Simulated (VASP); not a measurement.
# MgPbO2 (P6_3/mmc) in VASP: a series of runs

The runs below take MgPbO2 through single point, with PBEsol, r2SCAN+rVV10.

Program: VASP 6.6.1. These are calculated values, not measurements. Logs are shortened: lines on timing, memory, paths and dates and some standing lists are left out, and cuts for length are marked.

## (1) The cell of the first run

The structure is hexagonal, space group P6_3/mmc (No. 194). Conventional cell: a = 3.238 Å, b = 3.238 Å, c = 11.922 Å, α = 90.00°, β = 90.00°, γ = 120.00°. Mg (site symmetry -6m2) has 6 O at 2.24 Å within 3.0 Å. Pb (site symmetry -3m) has 6 O at 2.56 Å and 6 Pb at 3.24 Å and 6 Mg at 3.52 Å within 3.6 Å. O (site symmetry 3m) has 3 Mg at 2.24 Å and 1 O at 2.48 Å and 3 Pb at 2.56 Å within 3.0 Å.

## (2) Single point, PBEsol

INCAR reads:

```
ALGO = Normal ; EDIFF = 1E-6
ENCUT = 600 ; GGA = PS
GGA_COMPAT = F ; ISIF = 2
ISMEAR = -1 ; LASPH = T
LCHARG = F ; LREAL = F
LWAVE = F ; NBANDS = 38
NELM = 120 ; PREC = Accurate
SIGMA = 0.03
```

KPOINTS reads:

```
k-points
0
Gamma
  9 9 2
```

POSCAR reads:

```
MgPbO2
1.0
    3.2378040954      0.0000000000      0.0000000000
   -1.6189020477      2.8040205991      0.0000000000
    0.0000000000      0.0000000000     11.9219470120
Mg Pb O
2 2 4
Direct
    0.3333333333      0.6666666667      0.2500000000
    0.6666666667      0.3333333333      0.7500000000
    0.0000000000      0.0000000000      0.5000000000
    0.0000000000      0.0000000000      0.0000000000
    0.3333333333      0.6666666667      0.8538723723
    0.6666666667      0.3333333333      0.1461276277
    0.6666666667      0.3333333333      0.3538723723
    0.3333333333      0.6666666667      0.6461276277
```

Potentials or basis: VASP PAW PBE potentials, release 64 (Mg, Pb_d, O).

The run is started by

```
> cat potpaw_PBE.64/Mg/POTCAR potpaw_PBE.64/Pb_d/POTCAR potpaw_PBE.64/O/POTCAR > POTCAR
> mpirun -np 1 vasp_std > vasp.out
```

OUTCAR:

```text
EDIFF = 1E-6
   ENCUT = 600
   GGA = PS
   ISIF = 2
   ISMEAR = -1
   LASPH = T
   LREAL = F
   NELM = 120
   PREC = Accurate

 ion  position               nearest neighbor table
   1  0.333  0.667  0.250-   6 2.24   7 2.24   6 2.24   7 2.24   6 2.24   7 2.24   3 3.52   4 3.52
                             3 3.52   4 3.52   3 3.52   4 3.52
   2  0.667  0.333  0.750-   5 2.24   8 2.24   5 2.24   8 2.24   5 2.24   8 2.24   3 3.52   4 3.52
                             3 3.52   4 3.52   3 3.52   4 3.52
   3  0.000  0.000  0.500-   7 2.56   8 2.56   7 2.56   8 2.56   7 2.56   8 2.56   1 3.52   2 3.52
                             1 3.52   2 3.52   2 3.52   1 3.52
   4  0.000  0.000  0.000-   5 2.56   6 2.56   6 2.56   5 2.56   6 2.56   5 2.56   1 3.52   2 3.52
                             1 3.52   2 3.52   2 3.52   1 3.52
   5  0.333  0.667  0.854-   2 2.24   2 2.24   2 2.24   4 2.56   4 2.56   4 2.56
   6  0.667  0.333  0.146-   1 2.24   1 2.24   1 2.24   4 2.56   4 2.56   4 2.56
   7  0.667  0.333  0.354-   1 2.24   1 2.24   1 2.24   3 2.56   3 2.56   3 2.56
   8  0.333  0.667  0.646-   2 2.24   2 2.24   2 2.24   3 2.56   3 2.56   3 2.56

  LATTYP: Found a hexagonal cell.
 ALAT       =     3.2378040954
 C/A-ratio  =     3.6821088184

  Lattice vectors:

 A1 = (   3.2378040954,   0.0000000000,   0.0000000000)
 A2 = (  -1.6189020477,   2.8040205991,   0.0000000000)
 A3 = (   0.0000000000,   0.0000000000,  11.9219470120)

Analysis of symmetry for initial positions (statically):
=====================================================================
 Subroutine PRICEL returns:
 Original cell was already a primitive cell.

 Routine SETGRP: Setting up the symmetry group for a
 hexagonal supercell.

 Subroutine GETGRP returns: Found 24 space group operations
 (whereof 12 operations were pure point group operations)
 out of a pool of 24 trial point group operations.

The static configuration has the point symmetry D_3d.
 The point group associated with its full space group is D_6h.

Analysis of symmetry for dynamics (positions and initial velocities):
=====================================================================
 Subroutine PRICEL returns:
 Original cell was already a primitive cell.

 Routine SETGRP: Setting up the symmetry group for a
 hexagonal supercell.

 Subroutine GETGRP returns: Found 24 space group operations
 (whereof 12 operations were pure point group operations)
 out of a pool of 24 trial point group operations.

[... 117 lines left out ...]
   NFREE  =      0    steps in history (QN), initial steepest desc. (CG)
   ISIF   =      2    stress and relaxation
   ISYM   =      2    0-nonsym 1-usesym 2-fastsym
   POTIM  = 0.5000    time-step for ionic-motion
   TEBEG  =    0.0;   TEEND  =   0.0 temperature during run
   PSTRESS=    0.0 pullay stress
   NELECT =      56.0000    total number of electrons
   NUPDOWN=      -1.0000    fix difference up-down
   EMIN   =  10.00;   EMAX   =-10.00  energy-range for DOS
   EFERMI =   0.00;   METHOD = LEGACY
   ISMEAR =    -1;   SIGMA  =   0.03  broadening in eV -4-tet -1-fermi 0-gaus
   EFERMI_NEDOS =   21; number of points for ismear=-14 and -15
   IALGO  =     38    algorithm
   IMIX   =      4    mixing-type and parameters
     AMIX     =   0.40;   BMIX     =  1.00
     AMIX_MAG =   1.60;   BMIX_MAG =  1.00
  volume/ion in A,a.u.               =      13.53        91.30
  Fermi-wavevector in a.u.,A,eV,Ry     =   1.314250  2.483572 23.500690  1.727252
  Thomas-Fermi vector in A             =   2.444516
   LORBIT       =      0    0 simple, 1 ext, 2 COOP (PROOUT), +10 PAW based schemes
   GGA     = PS    functional components
   LHFCALC =     F    Hartree Fock is set to
   AEXX    =    0.0000 exact exchange contribution
   IVDW    =     0    specifies the selected vdW correction
   LEPSILON=     F    determine dielectric tensor
   LRPA    =     F    only Hartree local field effects (RPA)
 non-spin polarized calculation
  energy-cutoff  :      600.00
  volume of cell :      108.24
 maximum number of plane-waves:      3672
 NGX is ok and might be reduce to    28
   NGX = 13   NGY = 13   NGZ = 47

 number of electron      55.9999990 magnetization

 Free energy of the ion-electron system (eV)
  ---------------------------------------------------
  ext. energy  EPLUGINS =         0.00000000
  ---------------------------------------------------
  free energy    TOTEN  =       -44.58762457 eV

  energy without entropy =      -44.58599285  energy(sigma->0) =      -44.58680871

 E-fermi :   6.2675     XC(G=0): -11.0704

 val. band max:        6.1824662750   @ k =   0.1111   0.1111   0.0000
 cond. band min:       6.3354825109   @ k =   0.4444  -0.0000   0.0000
 fundamental gap:      0.1530162359
 Fermi energy:         6.2675451045

 k-point     1 :       0.0000    0.0000    0.0000
  band No.  band energies     occupation
      1     -12.1065      2.00000
      2     -11.7634      2.00000
      3     -11.5005      2.00000
      4     -11.0541      2.00000
      5     -10.6498      2.00000
      6     -10.6498      2.00000
[... 973 lines left out ...]
     37      14.4120      0.00000
     38      14.4120      0.00000

------------------------ aborting loop because EDIFF is reached ----------------------------------------

  FORCE on cell =-STRESS in cart. coord.  units (eV):
  Direction    XX          YY          ZZ          XY          YZ          ZX
  --------------------------------------------------------------------------------------
  -------------------------------------------------------------------------------------
  Total       -0.2281767     -0.2281767     -0.2010938      0.0000000     -0.0000000     -0.0000000
  in kB       -3.3775582     -3.3775582     -2.9766674      0.0000000     -0.0000000     -0.0000000
  external PRESSURE =      -3.2439279 kB  Pullay stress =       0.0000000 kB

 VOLUME and BASIS-vectors are now :
 -----------------------------------------------------------------------------
  energy-cutoff  :      600.00
  volume of cell :      108.24
      direct lattice vectors                 reciprocal lattice vectors
     3.237804095  0.000000000  0.000000000     0.308851299  0.178315380  0.000000000
    -1.618902048  2.804020599  0.000000000     0.000000000  0.356630761  0.000000000
     0.000000000  0.000000000 11.921947012     0.000000000  0.000000000  0.083878917

 POSITION                                       TOTAL-FORCE (eV/Angst)
 -----------------------------------------------------------------------------------
     -0.00000      1.86935      2.98049         0.000000      0.000000      0.000000
      1.61890      0.93467      8.94146         0.000000      0.000000      0.000000
      0.00000      0.00000      5.96097         0.000000      0.000000      0.000000
      0.00000      0.00000      0.00000         0.000000      0.000000      0.000000
     -0.00000      1.86935     10.17982         0.000000      0.000000     -0.028615
      1.61890      0.93467      1.74213        -0.000000     -0.000000      0.028615
      1.61890      0.93467      4.21885        -0.000000     -0.000000     -0.028615
     -0.00000      1.86935      7.70310        -0.000000      0.000000      0.028615
 -----------------------------------------------------------------------------------
    total drift:                               -0.000000      0.000000      0.000000

  FREE ENERGIE OF THE ION-ELECTRON SYSTEM (eV)
  ---------------------------------------------------
  free  energy   TOTEN  =       -44.5876245691 eV

  energy  without entropy=      -44.5859928467  energy(sigma->0) =      -44.58680871
```

OSZICAR:

```text
N       E                     dE             d eps       ncg     rms          rms(c)
DAV:   1     0.703661891508E+03    0.70366E+03   -0.28967E+04  1824   0.183E+03
DAV:   2     0.603078152316E+02   -0.64335E+03   -0.60890E+03  1924   0.493E+02
DAV:   3    -0.462085070402E+02   -0.10652E+03   -0.10241E+03  2300   0.203E+02
DAV:   4    -0.519801513423E+02   -0.57716E+01   -0.57329E+01  2288   0.484E+01
DAV:   5    -0.521490001370E+02   -0.16885E+00   -0.16877E+00  2272   0.874E+00    0.150E+01
DAV:   6    -0.449967465828E+02    0.71523E+01   -0.33492E+01  2936   0.380E+01    0.690E+00
DAV:   7    -0.446884549851E+02    0.30829E+00   -0.30818E+00  2256   0.125E+01    0.323E+00
DAV:   8    -0.445985207749E+02    0.89934E-01   -0.77415E-01  2028   0.583E+00    0.823E-01
DAV:   9    -0.445903489260E+02    0.81718E-02   -0.40509E-02  2520   0.137E+00    0.429E-01
DAV:  10    -0.445874616813E+02    0.28872E-02   -0.15423E-02  2450   0.830E-01    0.752E-02
DAV:  11    -0.445876298652E+02   -0.16818E-03   -0.85403E-04  2148   0.175E-01    0.356E-02
DAV:  12    -0.445876298859E+02   -0.20701E-07   -0.61264E-05  2336   0.618E-02    0.130E-02
DAV:  13    -0.445876242978E+02    0.55881E-05   -0.17028E-05  2184   0.394E-02    0.400E-03
DAV:  14    -0.445876245691E+02   -0.27131E-06   -0.30745E-06  1718   0.208E-02
   1 F= -.44587625E+02 E0= -.44586809E+02  d E =-.163172E-02
```

stdout:

```text
POSCAR found type information on POSCAR MgPbO
 POSCAR found :  3 types and       8 ions
 scaLAPACK will be used
 -----------------------------------------------------------------------------
|                                                                             |
|                                                                             |
|     You enforced a specific xc type in the INCAR file but a different       |
|     I HOPE YOU KNOW WHAT YOU ARE DOING!                                     |
|                                                                             |
 -----------------------------------------------------------------------------

 LDA part: xc-table for (Slater+PW92), standard interpolation
 POSCAR, INCAR and KPOINTS ok, starting setup
 FFT: planning ... GRIDC
 FFT: planning ... GRID_SOFT
 FFT: planning ... GRID
 WAVECAR not read
 entering main loop
```

Wall time 3.2 min (1 thread of Oxide Virtual Turin-like, shared host); peak memory 0.28 GiB.

What came out:

```yaml
Free_energy: -44.5876 eV
Pressure: -0.3 GPa
Largest_force: 0.029 eV/Å
Band_gap_on_the_k_mesh: 0.15 eV (least direct gap 0.81 eV)
```

Forces in eV/Å, atoms in the order of the input:
```
Mg   0.000  0.000  0.000
Mg   0.000  0.000  0.000
Pb   0.000  0.000  0.000
Pb   0.000  0.000  0.000
O    0.000  0.000 -0.029
O    0.000  0.000  0.029
O    0.000  0.000 -0.029
O    0.000  0.000  0.029
```

Caveat: the PAW data sets were made with another functional, which shifts forces and pressure a little; spin-orbit coupling is left out, which moves the levels of the heavy elements. A k mesh can miss the band edges.

## (3) Single point, r2SCAN+rVV10

This run uses another cell than the first one, of 13.47 Å³/atom.

POSCAR reads:

```
MgPbO2
1.0
    3.2278612661      0.0000000000      0.0000000000
   -1.6139306331      2.7954098564      0.0000000000
    0.0000000000      0.0000000000     11.9469605620
Mg Pb O
2 2 4
Direct
    0.3333333333      0.6666666667      0.2500000000
    0.6666666667      0.3333333333      0.7500000000
    0.0000000000      0.0000000000      0.5000000000
    0.0000000000      0.0000000000      0.0000000000
    0.3333333333      0.6666666667      0.8537369187
    0.6666666667      0.3333333333      0.1462630813
    0.6666666667      0.3333333333      0.3537369187
    0.3333333333      0.6666666667      0.6462630813
```

INCAR.step1 reads:

```
PREC     = Accurate       # precision mode
ENCUT    = 660            # plane-wave cutoff, eV
ISMEAR   = -1             # smearing method
SIGMA    = 0.03           # smearing width, eV
LREAL    = F              # projectors in reciprocal space
LASPH    = T              # aspherical terms in the spheres
NELM     = 120            # most SCF steps
NBANDS   = 38             # bands
GGA      = PE             # functional
ALGO     = Normal         # electronic algorithm
EDIFF    = 1E-5           # SCF threshold, eV
LWAVE    = T              # write WAVECAR
LCHARG   = F              # write CHGCAR
GGA_COMPAT= F
```

INCAR.step2 reads:

```
PREC     = Accurate       # precision mode
ENCUT    = 660            # plane-wave cutoff, eV
EDIFF    = 1E-6           # SCF threshold, eV
ISMEAR   = -1             # smearing method
SIGMA    = 0.03           # smearing width, eV
LREAL    = F              # projectors in reciprocal space
LASPH    = T              # aspherical terms in the spheres
NELM     = 120            # most SCF steps
ALGO     = Normal         # electronic algorithm
ISIF     = 2              # what is computed and relaxed
LWAVE    = F              # write WAVECAR
LCHARG   = T              # write CHGCAR
METAGGA  = R2SCAN         # meta-GGA
LMIXTAU  = T            
LUSE_VDW = T            
IVDW_NL  = 2            
BPARAM   = 11.95        
CPARAM   = 0.0093       
LELF     = T              # ELF
LVHAR    = T            
NBANDS   = 38             # bands
ISTART   = 1            
GGA_COMPAT= F
```

KPOINTS reads:

```
Automatic mesh
0
Gamma
  12 12 2
```

Potentials or basis: VASP PAW PBE potentials, release 64 (Mg, Pb_d, O).

The run is started by

```
> cat potpaw_PBE.64/Mg/POTCAR potpaw_PBE.64/Pb_d/POTCAR potpaw_PBE.64/O/POTCAR > POTCAR
> cp INCAR.step1 INCAR
> mpirun -np 1 vasp_std > vasp.out
> cp INCAR.step2 INCAR
> mpirun -np 1 vasp_std > vasp.out
```

Wall time 17 min (1 thread of Oxide Virtual Turin-like, shared host); peak memory 0.66 GiB.

Results (log left out):

```
Free energy            : -156.3208 eV
Pressure               : -0.1 GPa
Largest force          : 0.064 eV/Å
Band gap on the k mesh : 0.27 eV (least direct gap 0.98 eV)
```

Forces in eV/Å, atoms in the order of the input:
```
Mg   0.000  0.000  0.000
Mg   0.000  0.000  0.000
Pb   0.000  0.000  0.000
Pb   0.000  0.000  0.000
O    0.000  0.000 -0.064
O    0.000  0.000  0.064
O    0.000  0.000 -0.064
O    0.000  0.000  0.064
```

Levels at points of the mesh, in eV from the valence-band top:
| k point | band 25 | band 26 | band 27 | band 28 | band 29 | band 30 | band 31 | band 32 |
| --- | --- | --- | --- | --- | --- | --- | --- | --- |
| (0.00, 0.00, 0.00) | -1.93 | -1.76 | -1.76 | -0.10 | 1.32 | 3.02 | 4.77 | 7.82 |
| (0.50, 0.00, 0.00) | -2.37 | -2.33 | -2.17 | -0.71 | 0.27 | 1.62 | 5.57 | 5.80 |
| (0.00, 0.00, 0.50) | -1.83 | -1.83 | -1.12 | -1.12 | 2.16 | 2.16 | 5.98 | 5.98 |
| (0.50, 0.00, 0.50) | -2.33 | -2.33 | -1.48 | -1.48 | 1.05 | 1.05 | 5.79 | 5.79 |

Caveat: the PAW data sets were made with another functional, which shifts forces and pressure a little; spin-orbit coupling is left out, which moves the levels of the heavy elements.
